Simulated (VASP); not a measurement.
Input of a VASP 6.6.1 run:

The input INCAR:

```
ALGO = Normal
EDIFF = 1E-6
ENCUT = 520
GGA = PE
GGA_COMPAT = F
ISIF = 2
ISMEAR = -1
ISPIN = 2
LASPH = T
LCHARG = F
LMAXMIX = 4
LORBIT = 11
LREAL = Auto
LWAVE = F
MAGMOM = 0.03 0.02 0.03 0.02 0.02 0.02 0.03 0.02 0 0.02 0.03 0.02 0.03 0.02 0.03 0.02 0.03 0.02 0.01 0.01 0.01 0 0.01 0.01 0 0 0 0 0 0.01 0.01 0.01 0.01 0 0 0 0.01 0.02 0.01 0 0 0.01 0 0.01 0 0 0.01 0 0 0.02 0.01 0.01 0 0 0.26
NBANDS = 276
NELECT = 477.0
NELM = 200
NUPDOWN = 1.0
PREC = Accurate
SIGMA = 0.01
```

KPOINTS

```
k-points
0
Gamma
  1 1 1
```

The input POSCAR:

```
NiMo18S36
1.0
    9.3669868000      0.0000000800      0.0000000000
   -4.6834934700      8.1120484800      0.0000000000
    0.0000000000      0.0000000000     12.0827026900
Mo S Ni
18 36 1
Direct
    0.2240001319      0.1143192110      0.2511587910
    0.1098220347      0.2201415580      0.7481971734
    0.2203404631      0.4450317317      0.2536442449
    0.1096797321      0.5535420557      0.7477491776
    0.2233173889      0.7804973057      0.2516528030
    0.1094912022      0.8869393482      0.7481936974
    0.5564637216      0.1143177285      0.2511592876
    0.4419675728      0.2181109949      0.7474160568
    0.5581320665      0.4501276052      0.2484881137
    0.4419824411      0.5536274809      0.7443867677
    0.5550419799      0.7812174658      0.2527488326
    0.4432636676      0.8869573428      0.7481846762
    0.8893867720      0.1126161821      0.2524144704
    0.7761578324      0.2201521530      0.7482231610
    0.8908174018      0.4450128642      0.2536199953
    0.7774445808      0.5536130546      0.7444677098
    0.8923212078      0.7812104358      0.2526812153
    0.7764026569      0.8869773098      0.7469959521
    0.2200903786      0.1083617763      0.6189252680
    0.1111337545      0.2221549829      0.3812854721
    0.2204572060      0.1083810069      0.8772099481
    0.1105539409      0.2240887731      0.1229426096
    0.2185265759      0.4411906550      0.6178887449
    0.1122580310      0.5584496940      0.3820165172
    0.2223407476      0.4436621639      0.8762120754
    0.1113274566      0.5565114659      0.1235137567
    0.2209139311      0.7760123719      0.6193329582
    0.1140295254      0.8927857136      0.3808773681
    0.2207046408      0.7755694505      0.8773265611
    0.1133516140      0.8923785415      0.1223991054
    0.5541398449      0.1083935775      0.6189345374
    0.4478177046      0.2294734762      0.3784866778
    0.5537373185      0.1083721279      0.8772193831
    0.4451871662      0.2242497649      0.1214138954
    0.5530999307      0.4403088769      0.6168700986
    0.4456516594      0.5574954311      0.3801205010
    0.5544092575      0.4432236770      0.8709114401
    0.4364993988      0.5621265672      0.1235778152
    0.5546063690      0.7776948044      0.6177463099
    0.4448966780      0.8928180080      0.3808908585
    0.5547004270      0.7735886898      0.8762426149
    0.4452039712      0.8923596774      0.1224116854
    0.8878986103      0.1099928004      0.6190376600
    0.7771734367      0.2221716182      0.3812795132
    0.8872989870      0.1087359045      0.8771351304
    0.7796733940      0.2240554827      0.1229285399
    0.8884341219      0.4412180151      0.6179316161
    0.7779890527      0.5575041802      0.3800456005
    0.8871789844      0.4436566100      0.8762501463
    0.7917831333      0.5620685019      0.1234580572
    0.8888804877      0.7776290963      0.6177700628
    0.7783982264      0.8905766473      0.3812232344
    0.8846866690      0.7736497069      0.8762905346
    0.7780558188      0.8900047818      0.1229053663
    0.6244270379      0.5820904500      0.0187453094
```

Potentials or basis: VASP PAW PBE potentials, release 64 (Mo_sv, S, Ni).

Command:

```sh
$ cat potpaw_PBE.64/Mo_sv/POTCAR potpaw_PBE.64/S/POTCAR potpaw_PBE.64/Ni/POTCAR > POTCAR
$ mpirun -np 1 vasp_gam > vasp.out
```

Estimate the largest force.

0.062 eV/Å.

Forces in eV/Å, atoms in the order of the input:
```
Mo   0.001  0.000  0.000
Mo  -0.001  0.000  0.000
Mo  -0.006 -0.004  0.010
Mo   0.000 -0.001  0.000
Mo   0.001  0.001  0.000
Mo   0.002  0.000 -0.001
Mo  -0.001  0.001 -0.002
Mo   0.000 -0.004 -0.011
Mo   0.002 -0.003  0.003
Mo  -0.002  0.001  0.005
Mo   0.005  0.002 -0.003
Mo   0.000 -0.001 -0.002
Mo  -0.001 -0.001  0.000
Mo   0.001  0.001 -0.001
Mo   0.002 -0.003  0.004
Mo  -0.001  0.002  0.003
Mo  -0.002 -0.001 -0.001
Mo  -0.002  0.000 -0.001
S    0.001  0.001  0.016
S    0.000 -0.001 -0.014
S    0.000 -0.001 -0.015
S    0.000 -0.001  0.012
S    0.004  0.002  0.015
S    0.002 -0.002 -0.015
S   -0.002 -0.002 -0.016
S    0.003  0.000  0.015
S    0.002  0.003  0.015
S   -0.003 -0.001 -0.013
S   -0.002  0.000 -0.015
S    0.001  0.001  0.015
S   -0.002  0.000  0.015
S    0.000  0.001 -0.014
S    0.000  0.001 -0.015
S   -0.001  0.000  0.013
S   -0.002  0.000  0.017
S    0.001  0.000 -0.021
S    0.006 -0.013 -0.009
S   -0.017  0.000  0.006
S    0.000 -0.003  0.013
S   -0.002  0.001 -0.013
S   -0.002  0.007 -0.012
S   -0.002 -0.001  0.017
S    0.003 -0.003  0.016
S    0.001  0.001 -0.016
S   -0.002  0.001 -0.016
S    0.000  0.000  0.015
S    0.001  0.000  0.015
S    0.001  0.000 -0.012
S    0.001 -0.001 -0.013
S    0.047 -0.002  0.041
S    0.000  0.001  0.013
S    0.000  0.003 -0.014
S    0.002  0.001 -0.012
S   -0.003  0.009  0.015
Ni  -0.033  0.011 -0.032
```

Caveat: the k points lie up to 0.77 Å⁻¹ apart; the cell carries a net charge on a neutralising background, which shifts energy and pressure; the total moment is fixed, so each spin has its own Fermi level and the state may be an excited one.
